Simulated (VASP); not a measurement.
# MgI2 (P-3m1) in VASP: a series of runs

MgI2 is run at these levels: PBE+D3(BJ); tasks: single point.

Everything below comes from runs of VASP 6.6.1. Logs are shortened: lines on timing, memory, paths and dates and some standing lists are left out, and cuts for length are marked.

### Step 1. The cell of the first run

It takes space group P-3m1 (No. 164, trigonal). The conventional cell has a = 3.821 Å, b = 3.821 Å, c = 6.313 Å, α = 90.00°, β = 90.00°, γ = 120.00°. Within 3.5 Å of Mg (site symmetry -3m) lie 6 I at 2.68 Å. Within 3.5 Å of I (site symmetry 3m) lie 3 Mg at 2.68 Å.

### Step 2. Single point, PBE+D3(BJ) (strain -0.080 along x and y, -0.080 along z)

The input, INCAR:

```
ALGO = Normal ; EDIFF = 1E-6
ENCUT = 520 ; GGA = PE
ISIF = 2 ; ISMEAR = 0
IVDW = 12 ; LASPH = True
LCHARG = False ; LREAL = False
LWAVE = False ; NBANDS = 15
NELM = 100 ; PREC = Accurate
SIGMA = 0.05
```

The input, KPOINTS:

```
k-points
0
Gamma
  6 6 4
```

The input, POSCAR:

```
MgI2
1.0
    3.8214041117      0.0000000000      0.0000000000
   -1.9107020558      3.3094330388      0.0000000000
    0.0000000000      0.0000000000      6.3130400000
Mg I
1 2
Direct
    0.0000000000      0.0000000000      0.0000000000
    0.3333333333      0.6666666667      0.7576300000
    0.6666666667      0.3333333333      0.2423700000
```

Potentials or basis: VASP PAW PBE potentials, release 64 (Mg, I).

Started as:

```bash
$ cat potpaw_PBE.64/Mg/POTCAR potpaw_PBE.64/I/POTCAR > POTCAR
$ mpirun -np 1 vasp_std > vasp.out
```

OUTCAR:

```text
EDIFF = 1E-6
   ENCUT = 520
   GGA = PE
   ISIF = 2
   ISMEAR = 0
   IVDW = 12
   LASPH = True
   LREAL = False
   NELM = 100
   PREC = Accurate
 IVDW          = 12

 ion  position               nearest neighbor table
   1  0.000  0.000  0.000-   2 2.68   3 2.68   2 2.68   3 2.68   3 2.68   2 2.68
   2  0.333  0.667  0.758-   1 2.68   1 2.68   1 2.68
   3  0.667  0.333  0.242-   1 2.68   1 2.68   1 2.68

  LATTYP: Found a hexagonal cell.
 ALAT       =     3.8214041117
 C/A-ratio  =     1.6520210413

  Lattice vectors:

 A1 = (   3.8214041117,   0.0000000000,   0.0000000000)
 A2 = (  -1.9107020558,   3.3094330388,   0.0000000000)
 A3 = (   0.0000000000,   0.0000000000,   6.3130400000)

Analysis of symmetry for initial positions (statically):
=====================================================================
 Subroutine PRICEL returns:
 Original cell was already a primitive cell.

 Routine SETGRP: Setting up the symmetry group for a
 hexagonal supercell.

 Subroutine GETGRP returns: Found 12 space group operations
 (whereof 12 operations were pure point group operations)
 out of a pool of 24 trial point group operations.

The static configuration has the point symmetry D_3d.

Analysis of symmetry for dynamics (positions and initial velocities):
=====================================================================
 Subroutine PRICEL returns:
 Original cell was already a primitive cell.

 Routine SETGRP: Setting up the symmetry group for a
 hexagonal supercell.

 Subroutine GETGRP returns: Found 12 space group operations
 (whereof 12 operations were pure point group operations)
 out of a pool of 24 trial point group operations.

The dynamic configuration has the point symmetry D_3d.

 Subroutine INISYM returns: Found 12 space group operations
 (whereof 12 operations are pure point group operations),
 and found     1 'primitive' translations

----------------------------------------------------------------------------------------

                                     Primitive cell

  volume of cell :      79.8390

  direct lattice vectors                    reciprocal lattice vectors
     3.821404112  0.000000000  0.000000000     0.261683918  0.151083280  0.000000000
[... 93 lines left out ...]
   ISIF   =      2    stress and relaxation
   ISYM   =      2    0-nonsym 1-usesym 2-fastsym
   POTIM  = 0.5000    time-step for ionic-motion
   TEBEG  =    0.0;   TEEND  =   0.0 temperature during run
   PSTRESS=    0.0 pullay stress
   NELECT =      16.0000    total number of electrons
   NUPDOWN=      -1.0000    fix difference up-down
   EMIN   =  10.00;   EMAX   =-10.00  energy-range for DOS
   EFERMI =   0.00;   METHOD = LEGACY
   ISMEAR =     0;   SIGMA  =   0.05  broadening in eV -4-tet -1-fermi 0-gaus
   EFERMI_NEDOS =   21; number of points for ismear=-14 and -15
   IALGO  =     38    algorithm
   IMIX   =      4    mixing-type and parameters
     AMIX     =   0.40;   BMIX     =  1.00
     AMIX_MAG =   1.60;   BMIX_MAG =  1.00
  volume/ion in A,a.u.               =      26.61       179.59
  Fermi-wavevector in a.u.,A,eV,Ry     =   0.958024  1.810403 12.487567  0.917810
  Thomas-Fermi vector in A             =   2.087095
   LORBIT       =      0    0 simple, 1 ext, 2 COOP (PROOUT), +10 PAW based schemes
   GGA     = PE    functional components
   LHFCALC =     F    Hartree Fock is set to
   AEXX    =    0.0000 exact exchange contribution
   IVDW    =    12    specifies the selected vdW correction
   LEPSILON=     F    determine dielectric tensor
   LRPA    =     F    only Hartree local field effects (RPA)
 non-spin polarized calculation
 Gauss-broadening in eV      SIGMA  =   0.05
  energy-cutoff  :      520.00
  volume of cell :       79.84
 maximum number of plane-waves:      2176
   NGX = 15   NGY = 15   NGZ = 23

 number of electron      16.0000001 magnetization

 Free energy of the ion-electron system (eV)
  ---------------------------------------------------
  ext. energy  EPLUGINS =         0.00000000
  ---------------------------------------------------
  free energy    TOTEN  =        -6.72175170 eV

  energy without entropy =       -6.72175170  energy(sigma->0) =       -6.72175170

 E-fermi :   5.2933     XC(G=0):  -9.2871

 val. band max:        5.0699308752   @ k =   0.0000   0.0000   0.0000
 cond. band min:       8.4614311864   @ k =   0.5000  -0.0000   0.0000
 fundamental gap:      3.3915003113
 Fermi energy:         5.2932764905

 k-point     1 :       0.0000    0.0000    0.0000
  band No.  band energies     occupation
      1      -8.4780      2.00000
      2      -7.1559      2.00000
      3       0.0626      2.00000
      4       4.2971      2.00000
      5       4.2971      2.00000
      6       4.9545      2.00000
      7       4.9545      2.00000
      8       5.0699      2.00000
      9       9.7845      0.00000
     10       9.9956      0.00000
     11      11.8765      0.00000
     12      11.8765      0.00000
     13      12.1546      0.00000
     14      13.0103      0.00000
[... 401 lines left out ...]
      2      -6.8260      2.00000
      3       0.6486      2.00000
      4       0.9152      2.00000
      5       0.9152      2.00000
      6       1.6980      2.00000
      7       4.1779      2.00000
      8       4.1779      2.00000
      9      10.5939      0.00000
     10      10.5939      0.00000
     11      10.6459      0.00000
     12      12.0446      0.00000
     13      13.8066      0.00000
     14      14.1067      0.00000
     15      14.1067      0.00000

------------------------ aborting loop because EDIFF is reached ----------------------------------------

 Edisp (eV)   -1.19754

 E8    (eV) :    -0.5340

  FORCE on cell =-STRESS in cart. coord.  units (eV):
  Direction    XX          YY          ZZ          XY          YZ          ZX
  --------------------------------------------------------------------------------------
  -------------------------------------------------------------------------------------
  Total       6.47957     6.47957     6.34975     0.00000     0.00000     0.00000
  in kB     130.02941   130.02941   127.42424     0.00000     0.00000     0.00000
  external pressure =      129.16 kB  Pullay stress =        0.00 kB

 VOLUME and BASIS-vectors are now :
 -----------------------------------------------------------------------------
  energy-cutoff  :      520.00
  volume of cell :       79.84
      direct lattice vectors                 reciprocal lattice vectors
     3.821404112  0.000000000  0.000000000     0.261683918  0.151083280  0.000000000
    -1.910702056  3.309433039  0.000000000     0.000000000  0.302166561  0.000000000
     0.000000000  0.000000000  6.313040000     0.000000000  0.000000000  0.158402291

 POSITION                                       TOTAL-FORCE (eV/Angst)
 -----------------------------------------------------------------------------------
      0.00000      0.00000      0.00000         0.000000      0.000000     -0.000000
     -0.00000      2.20629      4.78295         0.000000     -0.000000     -1.733036
      1.91070      1.10314      1.53009        -0.000000      0.000000      1.733036
 -----------------------------------------------------------------------------------
    total drift:                                0.000000     -0.000000      0.000000

  FREE ENERGIE OF THE ION-ELECTRON SYSTEM (eV)
  ---------------------------------------------------
  free  energy   TOTEN  =        -7.9192938669 eV

  energy  without entropy=       -7.9192938669  energy(sigma->0) =       -7.91929387
```

stdout:

```text
POSCAR found type information on POSCAR MgI
 POSCAR found :  2 types and       3 ions
 scaLAPACK will be used
 LDA part: xc-table for (Slater+PW92), standard interpolation
 POSCAR, INCAR and KPOINTS ok, starting setup
 FFT: planning ... GRIDC
 FFT: planning ... GRID_SOFT
 FFT: planning ... GRID
 WAVECAR not read
 entering main loop
```

Run time: 22 s. Hardware: 1 thread of Intel Xeon 6975P-C, shared host; peak memory 0.2 GiB.

What came out:

```yaml
Free_energy: -7.9193 eV
Pressure: 12.9 GPa
Largest_force: 1.733 eV/Å
Band_gap_on_the_k_mesh: 3.39 eV, indirect (least direct gap 4.15 eV)
Dispersion_energy_per_atom: -0.399 eV
```

Forces in eV/Å, atoms in the order of the input:
```
Mg   0.000  0.000  0.000
I    0.000  0.000 -1.733
I    0.000  0.000  1.733
```

Levels at points of the mesh, in eV from the valence-band top:
| k point | band 4 | band 5 | band 6 | band 7 | band 8 | band 9 | band 10 | band 11 | band 12 | band 13 |
| --- | --- | --- | --- | --- | --- | --- | --- | --- | --- | --- |
| (0.00, 0.00, 0.00) | -0.77 | -0.77 | -0.12 | -0.12 | 0.00 | 4.71 | 4.93 | 6.81 | 6.81 | 7.08 |
| (0.50, 0.00, 0.00) | -4.11 | -2.89 | -2.12 | -1.58 | -0.76 | 3.39 | 5.18 | 5.32 | 7.02 | 8.81 |
| (0.00, 0.00, 0.50) | -2.35 | -0.62 | -0.62 | -0.28 | -0.28 | 4.98 | 5.53 | 6.53 | 6.53 | 7.49 |
| (0.50, 0.00, 0.50) | -4.71 | -1.85 | -1.66 | -1.36 | -1.16 | 3.65 | 4.93 | 4.96 | 5.63 | 8.39 |

Caveat: the cell differs from its parent crystal (strain -0.080 along x and y, -0.080 along z); spin-orbit coupling is left out, which moves the levels of the heavy elements; forces of over 1 eV/Å act on the atoms, so gaps and moduli don't describe the material at rest. A k mesh can miss the band edges.

### Step 3. Single point, PBE+D3(BJ) (strain -0.080 along x and y, -0.040 along z)

The input, INCAR:

```
SYSTEM = MgI2
PREC = Accurate
ENCUT = 520
EDIFF = 1E-7
ISMEAR = 0
SIGMA = 0.05
LREAL = .False.
LASPH = .True.
NELM = 80
ALGO = Normal
ISIF = 2
LWAVE = .False.
LCHARG = .True.
GGA = PE
IVDW = 12
LELF = .True.
LVHAR = .True.
NBANDS = 15
```

The input, KPOINTS:

```
Automatic mesh
0
Gamma
  6 6 4
  0 0 0
```

Changes to POSCAR since step 2:

```diff
@@ -4,3 +4,3 @@
    -1.9107020558      3.3094330388      0.0000000000
-    0.0000000000      0.0000000000      6.3130400000
+    0.0000000000      0.0000000000      6.5875200000
 Mg I
```

Potentials or basis: VASP PAW PBE potentials, release 64 (Mg, I).

Started as:

```bash
$ cat potpaw_PBE.64/Mg/POTCAR potpaw_PBE.64/I/POTCAR > POTCAR
$ mpirun -np 1 vasp_std > vasp.out
```

OUTCAR:

```text
SYSTEM = MgI2
   PREC = Accurate
   ENCUT = 520
   EDIFF = 1E-7
   ISMEAR = 0
   LREAL = .False.
   LASPH = .True.
   NELM = 80
   ISIF = 2
   GGA = PE
   IVDW = 12
 IVDW          = 12

 ion  position               nearest neighbor table
   1  0.000  0.000  0.000-   2 2.72   3 2.72   2 2.72   3 2.72   3 2.72   2 2.72
   2  0.333  0.667  0.758-   1 2.72   1 2.72   1 2.72
   3  0.667  0.333  0.242-   1 2.72   1 2.72   1 2.72

  LATTYP: Found a hexagonal cell.
 ALAT       =     3.8214041117
 C/A-ratio  =     1.7238480431

  Lattice vectors:

 A1 = (   3.8214041117,   0.0000000000,   0.0000000000)
 A2 = (  -1.9107020558,   3.3094330388,   0.0000000000)
 A3 = (   0.0000000000,   0.0000000000,   6.5875200000)

Analysis of symmetry for initial positions (statically):
=====================================================================
 Subroutine PRICEL returns:
 Original cell was already a primitive cell.

 Routine SETGRP: Setting up the symmetry group for a
 hexagonal supercell.

 Subroutine GETGRP returns: Found 12 space group operations
[... 180 lines left out ...]
      6       4.2762      2.00000
      7       4.5805      2.00000
      8       4.5805      2.00000
      9       9.2939      0.00000
     10       9.5153      0.00000
     11      11.3989      0.00000
     12      11.5389      0.00000
     13      11.5389      0.00000
     14      12.6463      0.00000
[... 401 lines left out ...]
      2      -7.1791      2.00000
      3       0.3758      2.00000
      4       0.7004      2.00000
      5       0.7004      2.00000
      6       1.3456      2.00000
      7       3.5624      2.00000
      8       3.5624      2.00000
      9       9.8154      0.00000
     10       9.9375      0.00000
     11       9.9375      0.00000
     12      11.4248      0.00000
     13      13.5202      0.00000
     14      13.8006      0.00000
     15      13.8006      0.00000

------------------------ aborting loop because EDIFF is reached ----------------------------------------

 Edisp (eV)   -1.14864

 E8    (eV) :    -0.5128

  FORCE on cell =-STRESS in cart. coord.  units (eV):
  Direction    XX          YY          ZZ          XY          YZ          ZX
  --------------------------------------------------------------------------------------
  -------------------------------------------------------------------------------------
  Total       5.45316     5.45316     4.38634     0.00000     0.00000     0.00000
  in kB     104.87209   104.87209    84.35570     0.00000     0.00000     0.00000
  external pressure =       98.03 kB  Pullay stress =        0.00 kB

 VOLUME and BASIS-vectors are now :
 -----------------------------------------------------------------------------
  energy-cutoff  :      520.00
  volume of cell :       83.31
      direct lattice vectors                 reciprocal lattice vectors
     3.821404112  0.000000000  0.000000000     0.261683918  0.151083280  0.000000000
    -1.910702056  3.309433039  0.000000000     0.000000000  0.302166561  0.000000000
     0.000000000  0.000000000  6.587520000     0.000000000  0.000000000  0.151802196

 POSITION                                       TOTAL-FORCE (eV/Angst)
 -----------------------------------------------------------------------------------
      0.00000      0.00000      0.00000        -0.000000      0.000000     -0.000000
     -0.00000      2.20629      4.99090        -0.000000      0.000000     -1.242093
      1.91070      1.10314      1.59662         0.000000     -0.000000      1.242093
 -----------------------------------------------------------------------------------
    total drift:                                0.000000     -0.000000      0.000000

  FREE ENERGIE OF THE ION-ELECTRON SYSTEM (eV)
  ---------------------------------------------------
  free  energy   TOTEN  =        -8.1474962445 eV

  energy  without entropy=       -8.1474962445  energy(sigma->0) =       -8.14749624
```

stdout:

```text
POSCAR found type information on POSCAR MgI
 POSCAR found :  2 types and       3 ions
 scaLAPACK will be used
 LDA part: xc-table for (Slater+PW92), standard interpolation
 POSCAR, INCAR and KPOINTS ok, starting setup
 FFT: planning ... GRIDC
 FFT: planning ... GRID_SOFT
 FFT: planning ... GRID
 WAVECAR not read
 entering main loop
```

It took 30 s on 1 thread of Intel Xeon 6975P-C, shared host; peak memory 0.21 GiB.

Results:

* Free energy: -8.1475 eV
* Pressure: 9.8 GPa
* Largest force: 1.242 eV/Å
* Band gap on the k mesh: 3.50 eV, indirect (least direct gap 4.26 eV)
* Dispersion energy per atom: -0.383 eV

Forces in eV/Å, atoms in the order of the input:
```
Mg   0.000  0.000  0.000
I    0.000  0.000 -1.242
I    0.000  0.000  1.242
```

Levels at points of the mesh, in eV from the valence-band top:
```csv
k point,band 5,band 6,band 7,band 8,band 9,band 10,band 11,band 12
"(0.00, 0.00, 0.00)",-0.54,-0.30,0.00,0.00,4.71,4.93,6.82,6.96
"(0.50, 0.00, 0.00)",-2.74,-1.84,-1.52,-0.71,3.55,5.02,5.27,7.09
"(0.00, 0.00, 0.50)",-0.42,-0.42,-0.13,-0.13,5.13,5.58,6.75,6.75
"(0.50, 0.00, 0.50)",-1.74,-1.63,-1.38,-1.02,3.61,4.84,4.87,5.61
```

Caveat: the cell differs from its parent crystal (strain -0.080 along x and y, -0.040 along z); spin-orbit coupling is left out, which moves the levels of the heavy elements; forces of over 1 eV/Å act on the atoms, so gaps and moduli don't describe the material at rest. A k mesh can miss the band edges.

### Step 4. Single point, PBE+D3(BJ) (strain -0.080 along x and y, +0.000 along z)

The input, INCAR:

```
ALGO = Normal
EDIFF = 1E-6
ENCUT = 520
GGA = PE
ISIF = 2
ISMEAR = 0
IVDW = 12
LASPH = True
LCHARG = False
LREAL = False
LWAVE = False
NBANDS = 15
NELM = 60
PREC = Accurate
SIGMA = 0.05
```

The input, KPOINTS:

```
k-points
0
Gamma
  6 6 4
```

Changes to POSCAR since step 3:

```diff
@@ -4,3 +4,3 @@
    -1.9107020558      3.3094330388      0.0000000000
-    0.0000000000      0.0000000000      6.5875200000
+    0.0000000000      0.0000000000      6.8620000000
 Mg I
```

Potentials or basis: VASP PAW PBE potentials, release 64 (Mg, I).

Started as:

```bash
$ cat potpaw_PBE.64/Mg/POTCAR potpaw_PBE.64/I/POTCAR > POTCAR
$ mpirun -np 1 vasp_std > vasp.out
```

OUTCAR:

```text
EDIFF = 1E-6
   ENCUT = 520
   GGA = PE
   ISIF = 2
   ISMEAR = 0
   IVDW = 12
   LASPH = True
   LREAL = False
   NELM = 60
   PREC = Accurate
 IVDW          = 12

 ion  position               nearest neighbor table
   1  0.000  0.000  0.000-   2 2.76   3 2.76   2 2.76   3 2.76   3 2.76   2 2.76
   2  0.333  0.667  0.758-   1 2.76   1 2.76   1 2.76
   3  0.667  0.333  0.242-   1 2.76   1 2.76   1 2.76

  LATTYP: Found a hexagonal cell.
[... 624 lines left out ...]

 Edisp (eV)   -1.10355

 E8    (eV) :    -0.4931

  FORCE on cell =-STRESS in cart. coord.  units (eV):
  Direction    XX          YY          ZZ          XY          YZ          ZX
  --------------------------------------------------------------------------------------
  -------------------------------------------------------------------------------------
  Total       4.61568     4.61568     2.58299     0.00000     0.00000     0.00000
  in kB      85.21556    85.21556    47.68773     0.00000     0.00000     0.00000
  external pressure =       72.71 kB  Pullay stress =        0.00 kB

 VOLUME and BASIS-vectors are now :
 -----------------------------------------------------------------------------
  energy-cutoff  :      520.00
  volume of cell :       86.78
      direct lattice vectors                 reciprocal lattice vectors
     3.821404112  0.000000000  0.000000000     0.261683918  0.151083280  0.000000000
    -1.910702056  3.309433039  0.000000000     0.000000000  0.302166561  0.000000000
     0.000000000  0.000000000  6.862000000     0.000000000  0.000000000  0.145730108

 POSITION                                       TOTAL-FORCE (eV/Angst)
 -----------------------------------------------------------------------------------
      0.00000      0.00000      0.00000         0.000000      0.000000      0.000000
     -0.00000      2.20629      5.19886        -0.000000      0.000000     -0.784013
      1.91070      1.10314      1.66314         0.000000     -0.000000      0.784013
 -----------------------------------------------------------------------------------
    total drift:                                0.000000     -0.000000      0.000000

  FREE ENERGIE OF THE ION-ELECTRON SYSTEM (eV)
  ---------------------------------------------------
  free  energy   TOTEN  =        -8.2895293621 eV

  energy  without entropy=       -8.2895293621  energy(sigma->0) =       -8.28952936
```

Wall time 28 s (1 thread of Intel Xeon 6975P-C, shared host); peak memory 0.22 GiB.

Results:

- Free energy: -8.2895 eV
- Pressure: 7.3 GPa
- Largest force: 0.784 eV/Å
- Band gap on the k mesh: 3.40 eV, indirect (least direct gap 4.27 eV)
- Dispersion energy per atom: -0.368 eV

Forces on the atoms (eV/Å):
```
Mg   0.000  0.000  0.000
I    0.000  0.000 -0.784
I    0.000  0.000  0.784
```

Stress tensor (GPa, compression positive):
```
8.52 0.00 0.00
0.00 8.52 0.00
0.00 0.00 4.77
```

Caveat: the cell differs from its parent crystal (strain -0.080 along x and y, +0.000 along z); spin-orbit coupling is left out, which moves the levels of the heavy elements.

### Step 5. Summary

| cell | gap on the mesh (eV) | pressure (GPa) | largest force (eV/Å) |
| --- | --- | --- | --- |
| a = 3.821, b = 3.821, c = 6.313 Å, angles 90.0, 90.0, 120.0°, 3 atoms | 3.39 | 12.9 | 1.73 |
| a = 3.821, b = 3.821, c = 6.588 Å, angles 90.0, 90.0, 120.0°, 3 atoms | 3.50 | 9.8 | 1.24 |
| a = 3.821, b = 3.821, c = 6.862 Å, angles 90.0, 90.0, 120.0°, 3 atoms | 3.40 | 7.3 | 0.78 |

Alike in all rows: task single point; level PBE+D3(BJ); potentials or basis VASP PAW PBE potentials, release 64 (Mg, I); no spin polarisation; k mesh 6 × 6 × 4; cutoff (eV) 520; smearing gaussian 0.05 eV.

Caveats: spin-orbit coupling is left out, which moves the levels of the heavy elements; forces of over 1 eV/Å act on the atoms, so gaps and moduli don't describe the material at rest (some runs).

Total energies depend on the potentials used, so only differences within one code and one set of settings carry meaning.
